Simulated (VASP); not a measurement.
# Zn (Fm-3m) in VASP: single point with PBE

Aim: the single point of Zn with PBE.

Everything below comes from runs of VASP 6.6.1. Logs are shortened: lines on timing, memory, paths and dates and some standing lists are left out, and cuts for length are marked.

## 1. The cell of the first run

It takes space group Fm-3m (No. 225, cubic). The conventional cell has a = 3.936 Å, b = 3.936 Å, c = 3.936 Å, α = 90.00°, β = 90.00°, γ = 90.00°. Zn (site symmetry m-3m) has 12 Zn at 2.78 Å within 3.7 Å.

## 2. Single point, PBE

Contents of INCAR:

```
SYSTEM = Zn
PREC = Accurate
ENCUT = 520
EDIFF = 1E-6
ISMEAR = -1
SIGMA = 0.13605693000000002
LREAL = .False.
LASPH = .True.
NELM = 80
ALGO = Normal
ISIF = 2
LWAVE = .False.
LCHARG = .False.
GGA = PE
NBANDS = 12
```

Contents of KPOINTS:

```
regular mesh
0
Gamma
  14 14 14
  0 0 0
```

Contents of POSCAR:

```
Zn
1.0
    0.0000000000      1.9678613189      1.9678613189
    1.9678613189      0.0000000000      1.9678613189
    1.9678613189      1.9678613189      0.0000000000
Zn
1
Direct
    0.0000000000      0.0000000000      0.0000000000
```

Potentials or basis: VASP PAW PBE potentials, release 64 (Zn).

On the command line:

```
$ cat potpaw_PBE.64/Zn/POTCAR > POTCAR
$ mpirun -np 1 vasp_std > vasp.out
```

OUTCAR:

```text
SYSTEM = Zn
   PREC = Accurate
   ENCUT = 520
   EDIFF = 1E-6
   ISMEAR = -1
   LREAL = .False.
   LASPH = .True.
   NELM = 80
   ISIF = 2
   GGA = PE

 ion  position               nearest neighbor table
   1  0.000  0.000  0.000-

  LATTYP: Found a face centered cubic cell.
 ALAT       =     3.9357226378

  Lattice vectors:

 A1 = (   0.0000000000,   1.9678613189,   1.9678613189)
 A2 = (   1.9678613189,   0.0000000000,   1.9678613189)
 A3 = (   1.9678613189,   1.9678613189,   0.0000000000)

Analysis of symmetry for initial positions (statically):
=====================================================================
 Subroutine PRICEL returns:
 Original cell was already a primitive cell.

 Routine SETGRP: Setting up the symmetry group for a
 face centered cubic supercell.

 Subroutine GETGRP returns: Found 48 space group operations
 (whereof 48 operations were pure point group operations)
 out of a pool of 48 trial point group operations.

The static configuration has the point symmetry O_h .

Analysis of symmetry for dynamics (positions and initial velocities):
=====================================================================
 Subroutine PRICEL returns:
 Original cell was already a primitive cell.

 Routine SETGRP: Setting up the symmetry group for a
 face centered cubic supercell.

 Subroutine GETGRP returns: Found 48 space group operations
 (whereof 48 operations were pure point group operations)
 out of a pool of 48 trial point group operations.

The dynamic configuration has the point symmetry O_h .

 Subroutine INISYM returns: Found 48 space group operations
 (whereof 48 operations are pure point group operations),
 and found     1 'primitive' translations

----------------------------------------------------------------------------------------

                                     Primitive cell

  volume of cell :      15.2410

  direct lattice vectors                    reciprocal lattice vectors
     0.000000000  1.967861319  1.967861319    -0.254082945  0.254082945  0.254082945
     1.967861319  0.000000000  1.967861319     0.254082945 -0.254082945  0.254082945
     1.967861319  1.967861319  0.000000000     0.254082945  0.254082945 -0.254082945

  length of vectors
     2.782976166  2.782976166  2.782976166     0.440084571  0.440084571  0.440084571

  position of ions in fractional coordinates (direct lattice)
     0.000000000  0.000000000  0.000000000

[... 69 lines left out ...]
   ISPIN  =      1    spin polarized calculation?
   LNONCOLLINEAR =      F non collinear calculations
   LSORBIT =      F    spin-orbit coupling
   LASPH  =      T    aspherical Exc in radial PAW
   ENCUT  =  520.0 eV  38.22 Ry    6.18 a.u.   5.17  5.17  5.17*2*pi/ulx,y,z
   NELM   =     80;   NELMIN=  2; NELMDL= -5     # of ELM steps
   EDIFF  = 0.1E-05   stopping-criterion for ELM
   LREAL  =      F    real-space projection
[... 7 lines left out ...]
   TEBEG  =    0.0;   TEEND  =   0.0 temperature during run
   PSTRESS=    0.0 pullay stress
   NELECT =      12.0000    total number of electrons
   NUPDOWN=      -1.0000    fix difference up-down
   EMIN   =  10.00;   EMAX   =-10.00  energy-range for DOS
   EFERMI =   0.00;   METHOD = LEGACY
   ISMEAR =    -1;   SIGMA  =   0.14  broadening in eV -4-tet -1-fermi 0-gaus
   EFERMI_NEDOS =   21; number of points for ismear=-14 and -15
   IALGO  =     38    algorithm
   IMIX   =      4    mixing-type and parameters
     AMIX     =   0.40;   BMIX     =  1.00
     AMIX_MAG =   1.60;   BMIX_MAG =  1.00
  volume/ion in A,a.u.               =      15.24       102.85
  Fermi-wavevector in a.u.,A,eV,Ry     =   1.511695  2.856689 31.092318  2.285221
  Thomas-Fermi vector in A             =   2.621718
   LORBIT       =      0    0 simple, 1 ext, 2 COOP (PROOUT), +10 PAW based schemes
   GGA     = PE    functional components
   LHFCALC =     F    Hartree Fock is set to
   AEXX    =    0.0000 exact exchange contribution
   IVDW    =     0    specifies the selected vdW correction
   LEPSILON=     F    determine dielectric tensor
   LRPA    =     F    only Hartree local field effects (RPA)
 non-spin polarized calculation
  energy-cutoff  :      520.00
  volume of cell :       15.24
 maximum number of plane-waves:       424
 NGX is ok and might be reduce to    24
   NGX = 11   NGY = 11   NGZ = 11

 number of electron      12.0000007 magnetization

 Free energy of the ion-electron system (eV)
  ---------------------------------------------------
  ext. energy  EPLUGINS =         0.00000000
  ---------------------------------------------------
  free energy    TOTEN  =        -1.09952561 eV

  energy without entropy =       -1.08443150  energy(sigma->0) =       -1.09197855

 E-fermi :   3.0221     XC(G=0): -11.5520

 val. band max:        2.7724846058   @ k =  -0.3571   0.3571   0.1429
 cond. band min:       3.0890955402   @ k =   0.5000   0.1429   0.0000
 fundamental gap:      0.3166109344
 Fermi energy:         3.0220580804

 k-point     1 :       0.0000    0.0000    0.0000
  band No.  band energies     occupation
      1      -7.2662      2.00000
      2      -4.5559      2.00000
      3      -4.5559      2.00000
      4      -4.5559      2.00000
      5      -4.1797      2.00000
      6      -4.1797      2.00000
      7      21.2552      0.00000
      8      21.2552      0.00000
      9      21.2552      0.00000
     10      21.9075      0.00000
     11      24.0390      0.00000
     12      24.0390      0.00000
[... 331 lines left out ...]
 k-point    24 :       0.2857    0.1429    0.0000
  band No.  band energies     occupation
      1      -5.3728      2.00000
      2      -4.7111      2.00000
      3      -4.4588      2.00000
      4      -4.3659      2.00000
      5      -4.0393      2.00000
      6      -3.9125      2.00000
      7      11.3328      0.00000
      8      15.7781      0.00000
      9      17.8389      0.00000
     10      18.5359      0.00000
     11      22.4112      0.00000
     12      28.2802      0.00000

 [... further k-points ...]
[... 5 lines left out ...]
  --------------------------------------------------------------------------------------
  -------------------------------------------------------------------------------------
  Total        0.0105037      0.0105037      0.0105037      0.0000000      0.0000000      0.0000000
  in kB        1.1041781      1.1041781      1.1041781      0.0000000      0.0000000      0.0000000
  external PRESSURE =       1.1041781 kB  Pullay stress =       0.0000000 kB

 VOLUME and BASIS-vectors are now :
 -----------------------------------------------------------------------------
  energy-cutoff  :      520.00
  volume of cell :       15.24
      direct lattice vectors                 reciprocal lattice vectors
     0.000000000  1.967861319  1.967861319    -0.254082945  0.254082945  0.254082945
     1.967861319  0.000000000  1.967861319     0.254082945 -0.254082945  0.254082945
     1.967861319  1.967861319  0.000000000     0.254082945  0.254082945 -0.254082945

 POSITION                                       TOTAL-FORCE (eV/Angst)
 -----------------------------------------------------------------------------------
      0.00000      0.00000      0.00000         0.000000     -0.000000      0.000000
 -----------------------------------------------------------------------------------
    total drift:                                0.000000      0.000000     -0.000000

  FREE ENERGIE OF THE ION-ELECTRON SYSTEM (eV)
  ---------------------------------------------------
  free  energy   TOTEN  =        -1.0995256069 eV

  energy  without entropy=       -1.0844315024  energy(sigma->0) =       -1.09197855
```

It took 11 s on 1 thread of Intel Xeon Platinum 8259CL at 2.50GHz (Skylake/Cascade Lake), shared host; peak memory 0.14 GiB.

What came out:

| Item | Value |
| --- | --- |
| Free energy | -1.0995 eV |
| Pressure | 0.1 GPa |
| Band gap on the k mesh | zero (band 6 reaches 4.52 eV, above the bottom of band 7 at 1.66 eV) |

Levels at points of the mesh, in eV from the Fermi level:
```tsv
k point	band 4	band 5	band 6	band 7	band 8	band 9
(0.00, 0.00, 0.00)	-7.58	-7.20	-7.20	18.23	18.23	18.23
(0.50, 0.00, 0.00)	-6.92	-6.92	-2.85	-1.36	15.22	15.22
(0.50, 0.50, 0.00)	-6.85	-6.85	-0.95	1.74	8.44	8.44
```
